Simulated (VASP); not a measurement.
Input of a VASP 6.6.1 run:

Contents of INCAR:

```
SYSTEM = GaAs
ALGO = Normal ; EDIFF = 1E-6
ENCUT = 520 ; GGA = PE
ISIF = 2 ; ISMEAR = 0
LASPH = .True. ; LCHARG = .False.
LREAL = .False. ; LWAVE = .False.
NBANDS = 16 ; NELM = 60
PREC = Accurate ; SIGMA = 0.05
```

File KPOINTS:

```
k-points
0
Gamma
  10 10 10
  0 0 0
```

File POSCAR:

```
GaAs
1.0
    0.0000000000      2.9681925000      2.6855075000
    2.9681925000      0.0000000000      2.6855075000
    2.9681925000      2.9681925000      0.0000000000
Ga As
1 1
Direct
    0.0000000000      0.0000000000      0.0000000000
    0.7500000000      0.7500000000      0.7500000000
```

Potentials or basis: VASP PAW PBE potentials, release 64 (Ga_d, As).

Run with:

```sh
$ cat potpaw_PBE.64/Ga_d/POTCAR potpaw_PBE.64/As/POTCAR > POTCAR
$ mpirun -np 1 vasp_std > vasp.out
```

Problem. Predict the pressure.

Solution. 0.2 GPa.

Problem. What does it give for the band gap on the k mesh?

Solution. 0.20 eV.

Stress tensor (GPa, compression positive):
```
-1.39  0.00  0.00
 0.00 -1.39  0.00
 0.00  0.00  3.31
```

Caveat: the cell differs from its parent crystal (strain +0.050 along x and y, -0.050 along z). A k mesh can miss the band edges.
